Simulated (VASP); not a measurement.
# Li (P-1) in VASP: electric field gradients with LDA

Aim: the electric field gradients of Li with LDA.

Everything below comes from runs of VASP 6.6.1. Logs are shortened: lines on timing, memory, paths and dates and some standing lists are left out, and cuts for length are marked.

## Step 1: The cell of the first run

The typed cell holds 3 atoms: a = 7.822 Å, b = 7.789 Å, c = 7.779 Å, α = 22.88°, β = 23.03°, γ = 22.91°.

## Step 2: Electric field gradients, LDA (equal xy, yz and zx shear strains of +1 %)

Input file INCAR:

```
SYSTEM = Li
  PREC = Accurate
  ENCUT = 520
  EDIFF = 1E-8
  ISMEAR = -1
  SIGMA = 0.08
  LREAL = .FALSE.
  LASPH = .TRUE.
  NELM = 100
  ALGO = Normal
  ISIF = 2
  LWAVE = .FALSE.
  LCHARG = .FALSE.
  GGA = CA
  LEFG = .TRUE.
  NBANDS = 12
```

Input file KPOINTS:

```
Automatic mesh
0
G
  12 12 12
  0 0 0
```

Input file POSCAR:

```
Li
1.0
    1.5929163707      0.9408749900      7.6005283998
   -1.5080815607      0.9253700004      7.5850234102
    0.0289896900     -1.7524204905      7.5793481900
Li
3
Direct
    0.0000000000      0.0000000000      0.0000000000
    0.2220000000      0.2220000000      0.2220000000
    0.7780000000      0.7780000000      0.7780000000
```

Potentials or basis: VASP PAW LDA potentials, release 64 (Li_sv).

Run with:

```console
cat potpaw_LDA.64/Li_sv/POTCAR > POTCAR
mpirun -np 1 vasp_std > vasp.out
```

OUTCAR:

```text
SYSTEM = Li
   PREC = Accurate
   ENCUT = 520
   EDIFF = 1E-8
   ISMEAR = -1
   LREAL = .FALSE.
   LASPH = .TRUE.
   NELM = 100
   ISIF = 2
   GGA = CA

 ion  position               nearest neighbor table
   1  0.000  0.000  0.000-
   2  0.222  0.222  0.222-
   3  0.778  0.778  0.778-

  LATTYP: Found a triclinic cell.
 ALAT       =     3.0875851650
 B/A-ratio  =     1.0043692043
 C/A-ratio  =     2.5195590835
 COS(alpha) =     0.0074714277
 COS(beta)  =     0.1954318846
 COS(gamma) =     0.4934652004

  Lattice vectors:

 A1 = (   1.5370712507,  -2.6777904909,  -0.0056752202)
 A2 = (   3.1009979314,   0.0155049896,   0.0155049896)
 A3 = (   0.0289896900,  -1.7524204905,   7.5793481900)

Analysis of symmetry for initial positions (statically):
=====================================================================
 Subroutine PRICEL returns:
 Original cell was already a primitive cell.

 Routine SETGRP: Setting up the symmetry group for a
 triclinic supercell.

 Subroutine GETGRP returns: Found  2 space group operations
 (whereof  2 operations were pure point group operations)
 out of a pool of  2 trial point group operations.

The static configuration has the point symmetry S_2 .

Analysis of symmetry for dynamics (positions and initial velocities):
=====================================================================
 Subroutine PRICEL returns:
 Original cell was already a primitive cell.

 Routine SETGRP: Setting up the symmetry group for a
 triclinic supercell.

 Subroutine GETGRP returns: Found  2 space group operations
 (whereof  2 operations were pure point group operations)
 out of a pool of  2 trial point group operations.

The dynamic configuration has the point symmetry S_2 .

 Subroutine INISYM returns: Found  2 space group operations
 (whereof  2 operations are pure point group operations),
 and found     1 'primitive' translations

----------------------------------------------------------------------------------------

                                     Primitive cell

  volume of cell :      63.1896

  direct lattice vectors                    reciprocal lattice vectors
     1.592916371  0.940874990  7.600528400     0.321348000  0.184368354  0.041398692
    -1.508081561  0.925370000  7.585023410    -0.323637760  0.187577239  0.044607577
     0.028989690 -1.752420491  7.579348190     0.001634096 -0.372601257  0.045782110

  length of vectors
     7.822445926  7.788658406  7.779353248     0.372786908  0.376718006  0.375406937

  position of ions in fractional coordinates (direct lattice)
     0.000000000  0.000000000  0.000000000
     0.222000000  0.222000000  0.222000000
     0.778000000  0.778000000  0.778000000

  ion indices of the primitive-cell ions
   primitive index   ion index
                 1           1
                 2           2
                 3           3

----------------------------------------------------------------------------------------

 KPOINTS: Automatic mesh

Automatic generation of k-mesh.
 Grid dimensions read from file:
 generate k-points for:   12   12   12

 Generating k-lattice:

  Cartesian coordinates                     Fractional coordinates (reciprocal lattice)
     0.026779000  0.015364030  0.003449891     0.083333333 -0.000000000  0.000000000
    -0.026969813  0.015631437  0.003717298     0.000000000  0.083333333 -0.000000000
     0.000136175 -0.031050105  0.003815176     0.000000000  0.000000000  0.083333333

  Length of vectors
     0.031065576  0.031393167  0.031283911

  Shift w.r.t. Gamma in fractional coordinates (k-lattice)
     0.000000000  0.000000000  0.000000000
[... 40 lines left out ...]
   NGXF,Y,Z  is equivalent  to a cutoff of  25.50, 25.61, 25.64 a.u.
 SYSTEM =  Li
   PREC   = accura    normal or accurate (medium, high low for compatibility)
   ISTART =      0    job   : 0-new  1-cont  2-samecut
   ICHARG =      2    charge: 1-file 2-atom 10-const
   ISPIN  =      1    spin polarized calculation?
   LNONCOLLINEAR =      F non collinear calculations
   LSORBIT =      F    spin-orbit coupling
   LASPH  =      T    aspherical Exc in radial PAW
   ENCUT  =  520.0 eV  38.22 Ry    6.18 a.u.  14.54 14.48 14.46*2*pi/ulx,y,z
   NELM   =    100;   NELMIN=  2; NELMDL= -5     # of ELM steps
   EDIFF  = 0.1E-07   stopping-criterion for ELM
   LREAL  =      F    real-space projection
   EDIFFG = 0.1E-06   stopping-criterion for IOM
   NSW    =      0    number of steps for IOM
   IBRION =     -1    ionic relax: 0-MD 1-quasi-New 2-CG
   NFREE  =      0    steps in history (QN), initial steepest desc. (CG)
   ISIF   =      2    stress and relaxation
   ISYM   =      2    0-nonsym 1-usesym 2-fastsym
   POTIM  = 0.5000    time-step for ionic-motion
   TEBEG  =    0.0;   TEEND  =   0.0 temperature during run
   PSTRESS=    0.0 pullay stress
   NELECT =       9.0000    total number of electrons
   NUPDOWN=      -1.0000    fix difference up-down
   EMIN   =  10.00;   EMAX   =-10.00  energy-range for DOS
   EFERMI =   0.00;   METHOD = LEGACY
   ISMEAR =    -1;   SIGMA  =   0.08  broadening in eV -4-tet -1-fermi 0-gaus
   EFERMI_NEDOS =   21; number of points for ismear=-14 and -15
   IALGO  =     38    algorithm
   IMIX   =      4    mixing-type and parameters
     AMIX     =   0.40;   BMIX     =  1.00
     AMIX_MAG =   1.60;   BMIX_MAG =  1.00
  volume/ion in A,a.u.               =      21.06       142.14
  Fermi-wavevector in a.u.,A,eV,Ry     =   0.854950  1.615620  9.945024  0.730939
  Thomas-Fermi vector in A             =   1.971624
   LORBIT       =      0    0 simple, 1 ext, 2 COOP (PROOUT), +10 PAW based schemes
   GGA     = CA    functional components
   LHFCALC =     F    Hartree Fock is set to
   AEXX    =    0.0000 exact exchange contribution
   IVDW    =     0    specifies the selected vdW correction
   LEPSILON=     F    determine dielectric tensor
   LRPA    =     F    only Hartree local field effects (RPA)
 non-spin polarized calculation
  energy-cutoff  :      520.00
  volume of cell :       63.19
 maximum number of plane-waves:      1717
 NGX is ok and might be reduce to    60
   NGX = 29   NGY = 29   NGZ = 29

 number of electron       9.0000011 magnetization

 Free energy of the ion-electron system (eV)
  ---------------------------------------------------
  ext. energy  EPLUGINS =         0.00000000
  ---------------------------------------------------
  free energy    TOTEN  =        -6.13024281 eV

  energy without entropy =       -6.10005740  energy(sigma->0) =       -6.11515010

 E-fermi :   0.4796     XC(G=0):  -7.0478

 val. band max:        0.4733762961   @ k =  -0.0000   0.5000   0.0000
 cond. band min:       0.4800546462   @ k =   0.4167   0.4167   0.3333
 fundamental gap:      0.0066783501
 Fermi energy:         0.4796237994

 k-point     1 :       0.0000    0.0000    0.0000
  band No.  band energies     occupation
      1     -45.2054      2.00000
      2     -45.1926      2.00000
      3     -45.1877      2.00000
      4      -2.9528      2.00000
      5      -1.0499      2.00000
      6      -1.0493      2.00000
      7       6.0092      0.00000
      8       6.0359      0.00000
      9      12.6660      0.00000
     10      12.8364      0.00000
     11      12.8497      0.00000
     12      12.9318      0.00000
[... 331 lines left out ...]
 k-point    24 :       0.3333    0.1667    0.0000
  band No.  band energies     occupation
      1     -45.1964      2.00000
      2     -45.1866      2.00000
      3     -45.1819      2.00000
      4      -1.6279      2.00000
      5      -0.2804      1.99985
      6       0.9268      0.00744
      7       5.3366      0.00000
      8       7.0207      0.00000
      9       7.4381      0.00000
     10       8.0632      0.00000
     11       8.5399      0.00000
     12       9.9913      0.00000

 [... further k-points ...]

------------------------ aborting loop because EDIFF is reached ----------------------------------------

  FORCE on cell =-STRESS in cart. coord.  units (eV):
  Direction    XX          YY          ZZ          XY          YZ          ZX
  --------------------------------------------------------------------------------------
  -------------------------------------------------------------------------------------
  Total       -0.5411672     -0.5284442     -0.5985563     -0.0385290     -0.0186443     -0.0237666
  in kB      -13.7213384    -13.3987443    -15.1764436     -0.9769048     -0.4727273     -0.6026031
  external PRESSURE =     -14.0988421 kB  Pullay stress =       0.0000000 kB

 VOLUME and BASIS-vectors are now :
 -----------------------------------------------------------------------------
  energy-cutoff  :      520.00
  volume of cell :       63.19
      direct lattice vectors                 reciprocal lattice vectors
     1.592916371  0.940874990  7.600528400     0.321348000  0.184368354  0.041398692
    -1.508081561  0.925370000  7.585023410    -0.323637760  0.187577239  0.044607577
     0.028989690 -1.752420491  7.579348190     0.001634096 -0.372601257  0.045782110

 POSITION                                       TOTAL-FORCE (eV/Angst)
 -----------------------------------------------------------------------------------
      0.00000      0.00000      0.00000        -0.000000      0.000000     -0.000000
      0.02527      0.02527      5.05381         0.003981      0.000007      0.008491
      0.08856      0.08856     17.71109        -0.003981     -0.000007     -0.008491
 -----------------------------------------------------------------------------------
    total drift:                               -0.000000     -0.000000      0.000000

  FREE ENERGIE OF THE ION-ELECTRON SYSTEM (eV)
  ---------------------------------------------------
  free  energy   TOTEN  =        -6.1302428071 eV

  energy  without entropy=       -6.1000573959  energy(sigma->0) =       -6.11515010

 Electric field gradients (V/A^2)
---------------------------------------------------------------------
 ion       V_xx      V_yy      V_zz      V_xy      V_xz      V_yz
---------------------------------------------------------------------
   1      -0.041    -0.011     0.051    -0.035    -0.026    -0.013
   2      -0.030    -0.034     0.064    -0.019    -0.013    -0.014
   3      -0.030    -0.034     0.064    -0.019    -0.013    -0.014
---------------------------------------------------------------------

 Electric field gradients after diagonalization (V/A^2)
 (convention: |V_zz| > |V_xx| > |V_yy|)
----------------------------------------------------------------------
 ion       V_xx      V_yy      V_zz     asymmetry (V_yy - V_xx)/ V_zz
----------------------------------------------------------------------
   1       0.059     0.012    -0.071       0.651
   2      -0.054    -0.012     0.067       0.628
   3      -0.054    -0.012     0.067       0.628
----------------------------------------------------------------------

           NMR quadrupolar parameters

 Cq : quadrupolar parameter    Cq=e*Q*V_zz/h
 eta: asymmetry parameters     (V_yy - V_xx)/ V_zz
 Q  : nuclear electric quadrupole moment in mb (millibarn)
----------------------------------------------------------------------
 ion       Cq(MHz)       eta       Q (mb)
----------------------------------------------------------------------
   1      -0.000       0.651       1.000
   2       0.000       0.628       1.000
   3       0.000       0.628       1.000
----------------------------------------------------------------------
```

Wall time 83 min (1 thread of Intel Xeon 8259CL, shared host); peak memory 0.7 GiB.

Results:

```yaml
Free_energy: -6.1302 eV
Largest_force: 0.009 eV/Å
Band_gap_on_the_k_mesh: zero (an odd number of electrons rules out a gap without spin polarisation)
Largest_electric_field_gradient_by_atom: Li -0.07, +0.07 (each value once) V/Å²
```

Forces on the atoms (eV/Å):
```
Li   0.000  0.000  0.000
Li   0.004  0.000  0.008
Li  -0.004  0.000 -0.008
```

Levels at points of the mesh, in eV from the Fermi level:
```csv
k point,band 3,band 4,band 5,band 6,band 7,band 8
"(0.00, 0.00, 0.00)",-45.67,-3.43,-1.53,-1.53,5.53,5.56
"(0.50, 0.00, 0.00)",-45.66,-0.08,0.76,1.05,3.63,3.70
"(0.00, 0.50, 0.00)",-45.66,-0.01,0.86,1.04,3.68,3.82
"(0.50, 0.50, 0.00)",-45.66,0.23,0.35,1.13,3.20,4.24
"(0.00, 0.00, 0.50)",-45.66,-0.03,0.83,0.98,3.61,3.82
"(0.50, 0.00, 0.50)",-45.66,0.27,0.37,1.17,3.21,4.32
"(0.00, 0.50, 0.50)",-45.66,0.24,0.27,1.12,3.05,4.33
"(0.50, 0.50, 0.50)",-45.66,-2.95,-2.95,0.01,2.86,10.17
```

Caveat: the cell differs from its parent crystal (equal xy, yz and zx shear strains of +1 %); the cutoff is under 1.25 times the usual one of these potentials, so pressure, stress and relaxed cells hold a basis-set (Pulay) error; without QUAD_EFG the Cq values of the log hold for a quadrupole moment of 1 mb, not for the nuclei.
